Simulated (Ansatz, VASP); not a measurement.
## EuS: VASP beside Ansatz

File INCAR:

```
PREC = Accurate ; ENCUT = 600
EDIFF = 1E-6 ; ISMEAR = -1
SIGMA = 0.05 ; LREAL = F
LASPH = T ; NELM = 200
ALGO = Normal ; ISIF = 2
LWAVE = F ; LCHARG = T
ISPIN = 2 ; MAGMOM = 7 0
LORBIT = 11 ; LMAXMIX = 6
GGA = PE ; LELF = T
LVHAR = T ; NBANDS = 22
GGA_COMPAT = F
```

Contents of KPOINTS:

```
regular mesh
0
Gamma
  8 8 8
```

The input POSCAR:

```
EuS
1.0
    0.0000000000      2.9982257404      2.9982257404
    2.9982257404      0.0000000000      2.9982257404
    2.9982257404      2.9982257404      0.0000000000
Eu S
1 1
Direct
    0.0000000000      0.0000000000      0.0000000000
    0.5000000000      0.5000000000      0.5000000000
```

The input input.yaml:

```yaml
crystal:
  lattice:
    - [0.0, 2.9982257404, 2.9982257404]
    - [2.9982257404, 0.0, 2.9982257404]
    - [2.9982257404, 2.9982257404, 0.0]
  atoms:
    - { symbol: Eu, position: [0.0, 0.0, 0.0], spin: 7.0 }
    - { symbol: S, position: [0.5, 0.5, 0.5] }
hamiltonian:
  xc: pbe
  pseudopotentials: { kind: paw }
magnetization:
  spin_polarized: true
kpoints:
  mp_grid: { grid: [8, 8, 8] }
scf:
  occupations: { method: fermi_dirac, width: 0.05 }
output:
  forces: true
  stress: true
  eigenvalues: true
```

Alike in both runs: task single point; functional PBE; k mesh 8 × 8 × 8; occupations fermi-dirac, width 0.05 eV; collinear spin.

```csv
,VASP,Ansatz
version,VASP 6.6.1,Ansatz 0.2.0
potentials or method,"VASP PAW PBE potentials, release 64 (Eu, S)",Ansatz PAW
plane-wave cutoff (eV),600,420
valence electrons in the cell,23,23
```

|  | VASP | Ansatz | Ansatz less VASP |
| --- | --- | --- | --- |
| gap on the k mesh at the Fermi level (eV) | none | none | - |
| pressure (GPa) | -3.5 | -3.3 | +0.23 |
| net moment per atom (μB) | 3.49 | 3.49 | +0.002 |
| size of the moment on the site where the two differ most (μB) | 6.59 | 6.77 | +0.177 |

Site moments also hang on the region over which each program counts them. A gap of «none» marks a metal or a gap that the smearing closes. The functional is the same, so the differences come from potentials, cutoffs and numerics.

Neither program's run includes spin-orbit coupling.
